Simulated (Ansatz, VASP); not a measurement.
Two plane-wave programs on ZnSe2

File INCAR:

```
SYSTEM = ZnSe2
PREC = Accurate
ENCUT = 500
EDIFF = 1E-6
ISMEAR = 0
SIGMA = 0.02
LREAL = .False.
LASPH = .True.
NELM = 120
ALGO = Normal
ISIF = 2
LWAVE = .False.
LCHARG = .False.
GGA = PS
NBANDS = 60
GGA_COMPAT = .False.
```

Contents of KPOINTS:

```
regular mesh
0
Gamma
  4 4 4
  0 0 0
```

Contents of POSCAR:

```
ZnSe2
1.0
    6.3048935403      0.0000000000      0.0000000000
    0.0000000000      6.3048935403      0.0000000000
    0.0000000000      0.0000000000      6.3048935403
Zn Se
4 8
Direct
    0.5000000000      0.5000000000      0.0000000000
    0.5000000000      0.0000000000      0.5000000000
    0.0000000000      0.5000000000      0.5000000000
    0.0000000000      0.0000000000      0.0000000000
    0.1091627917      0.8908372083      0.3908372083
    0.8908372083      0.3908372083      0.1091627917
    0.3908372083      0.1091627917      0.8908372083
    0.6091627917      0.6091627917      0.6091627917
    0.8908372083      0.1091627917      0.6091627917
    0.1091627917      0.6091627917      0.8908372083
    0.6091627917      0.8908372083      0.1091627917
    0.3908372083      0.3908372083      0.3908372083
```

Input for Ansatz:

```yaml
crystal:
  lattice:
    - [6.3048935403, 0.0, 0.0]
    - [0.0, 6.3048935403, 0.0]
    - [0.0, 0.0, 6.3048935403]
  atoms:
    - { symbol: Zn, position: [0.5, 0.5, 0.0] }
    - { symbol: Zn, position: [0.5, 0.0, 0.5] }
    - { symbol: Zn, position: [0.0, 0.5, 0.5] }
    - { symbol: Zn, position: [0.0, 0.0, 0.0] }
    - { symbol: Se, position: [0.1091627917, 0.8908372083, 0.3908372083] }
    - { symbol: Se, position: [0.8908372083, 0.3908372083, 0.1091627917] }
    - { symbol: Se, position: [0.3908372083, 0.1091627917, 0.8908372083] }
    - { symbol: Se, position: [0.6091627917, 0.6091627917, 0.6091627917] }
    - { symbol: Se, position: [0.8908372083, 0.1091627917, 0.6091627917] }
    - { symbol: Se, position: [0.1091627917, 0.6091627917, 0.8908372083] }
    - { symbol: Se, position: [0.6091627917, 0.8908372083, 0.1091627917] }
    - { symbol: Se, position: [0.3908372083, 0.3908372083, 0.3908372083] }
basis:
  ecutwfc: 420
kpoints:
  mp_grid: { grid: [4, 4, 4] }
  band_path: { path: [VBM, CBM], npoints: 2 }
hamiltonian:
  xc: pbesol
scf:
  occupations: { method: gaussian, width: 0.02 }
output:
  forces: true
  stress: true
  eigenvalues: true
checkpoint:
  read: start.run
  write: ck
  compress: false
  write_wavefunctions: false
  write_every: 100000
```

Alike in both runs: task single point; functional PBEsol; k mesh 4 × 4 × 4; occupations gaussian, width 0.02 eV; no spin polarisation.

|  | VASP | Ansatz |
| --- | --- | --- |
| version | VASP 6.6.1 | Ansatz 0.2.0 |
| potentials or method | VASP PAW PBE potentials, release 64 (Zn, Se), cutoff 500 eV | scalar-relativistic, plane waves, PAW |
| valence electrons in the cell | 96 | 176 |

```tsv
	VASP	Ansatz	Ansatz less VASP
gap on the k mesh at the Fermi level (eV)	0.73	0.73	+0.002
least direct gap on the mesh (eV)	0.93	0.93	-0.001
pressure (GPa)	-1.8	-2.0	-0.23
rms of the force components (eV/Å)	0.013	0.001	-0.0121
```

VASP's potentials were made for PBE, not for PBEsol. Atom by atom the forces differ by 0.012 eV/Å (rms over components). With one functional, cell and mesh, what is left measures potentials, basis and numerics. VASP's potentials hold 96 valence electrons a cell and Ansatz's 176, so a difference there can come from the potentials and not from the codes.
